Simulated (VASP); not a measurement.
A run of VASP 6.6.1 is set up as follows.

The input INCAR:

```
SYSTEM = GaN
PREC = Accurate
ENCUT = 600
EDIFF = 1E-7
ISMEAR = -1
SIGMA = 0.05
LREAL = .False.
LASPH = .True.
NELM = 120
ALGO = Normal
ISIF = 3
LWAVE = .False.
LCHARG = .False.
GGA = LIBXC
LIBXC1 = GGA_X_B88
LIBXC2 = GGA_C_PBE
IBRION = 2
NSW = 60
EDIFFG = -0.01
GGA_COMPAT = .False.
NELMIN = 4
```

Contents of KPOINTS:

```
Automatic mesh
0
Gamma
  10 10 10
  0 0 0
```

Contents of POSCAR:

```
GaN
1.0
    0.0000000000      2.2535006075      2.2535006075
    2.2535006075      0.0000000000      2.2535006075
    2.2535006075      2.2535006075      0.0000000000
Ga N
1 1
Direct
    0.0000000000      0.0000000000      0.0000000000
    0.2500000000      0.2500000000      0.2500000000
```

Potentials or basis: VASP PAW PBE potentials, release 64 (Ga_d, N).

Run with:

```console
$ cat potpaw_PBE.64/Ga_d/POTCAR potpaw_PBE.64/N/POTCAR > POTCAR
$ mpirun -np 1 vasp_std > vasp.out
```

**Question.** Estimate the relaxed cell.

**Answer.** a = 3.213 Å, b = 3.213 Å, c = 3.213 Å, α = 60.00°, β = 60.00°, γ = 60.00°.

**Question.** Estimate the band gap on the k mesh.

**Answer.** 1.57 eV.

**Question.** Predict the space group after relaxing (to 0.1 Å).

**Answer.** F-43m (No. 216).

**Question.** Estimate the relaxed volume.

**Answer.** 11.73 Å³/atom.

Final structure:
```xyz
2
Lattice="0.0000 2.2722 2.2722 2.2722 0.0000 2.2722 2.2722 2.2722 0.0000" Properties=species:S:1:pos:R:3 pbc="T T T"
Ga    0.0000    0.0000    0.0000
N     1.1361    1.1361    1.1361
```

Caveat: the PAW data sets were made with another functional, which shifts forces and pressure a little.
